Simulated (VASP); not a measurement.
Write the native input for VASP 6.6.1 that does the following.

```
Task                   : single point
Functional             : PBE
Dispersion             : D3(BJ)
Potentials or basis    : VASP PAW PBE potentials, release 64 (W_sv, Si)
Cutoff                 : 520 eV
k mesh                 : 6 × 6 × 1
Occupations            : gaussian, width 0.1 eV
Spin                   : no spin polarisation
Dipole correction      : yes
Further INCAR settings : ALGO = Normal; EDIFF = 1e-07; NBANDS = 53
```

The structure of SiW6 lies in POSCAR:

```
SiW6
1.0
    4.4682526324      0.0000000000      0.0000000000
   -2.2341263162      3.8696202902      0.0000000000
    0.0000000000      0.0000000000     21.7259061349
W Si
6 1
Direct
    0.6666666667      0.3333333333      0.1841119986
    0.3333333333      0.6666666667      0.2260931360
    0.0000000000      0.0000000000      0.2680742733
    0.6666666667      0.3333333333      0.3070897866
    0.3333333333      0.6666666667      0.3466976876
    0.0000000000      0.0000000000      0.3832248047
    0.0000000000      0.0000000000      0.5259116036
```

One way to write it, as run:

INCAR

```
SYSTEM = SiW6
PREC = Accurate ; ENCUT = 520
EDIFF = 1E-7 ; ISMEAR = 0
SIGMA = 0.1 ; LREAL = .FALSE.
LASPH = .TRUE. ; NELM = 80
ALGO = Normal ; ISIF = 2
LWAVE = .FALSE. ; LCHARG = .FALSE.
LDIPOL = .TRUE. ; IDIPOL = 3
DIPOL = 0.5 0.5 0.320 ; GGA = PE
IVDW = 12 ; NBANDS = 53
```

KPOINTS

```
Automatic mesh
0
G
  6 6 1
  0 0 0
```

Potentials or basis: VASP PAW PBE potentials, release 64 (W_sv, Si).

Launch:

```bash
$ cat potpaw_PBE.64/W_sv/POTCAR potpaw_PBE.64/Si/POTCAR > POTCAR
$ mpirun -np 1 vasp_std > vasp.out
```

It gave:

```
Largest force              : 2.277 eV/Å
Band gap on the k mesh     : zero (bands 44 and 45 overlap by 0.30 eV)
Dispersion energy per atom : -0.397 eV
```

Caveat: spin-orbit coupling is left out, which moves the levels of the heavy elements.

Wall time 8.3 min on 1 thread of Intel Xeon 8259CL (shared host), peak memory 0.53 GiB.
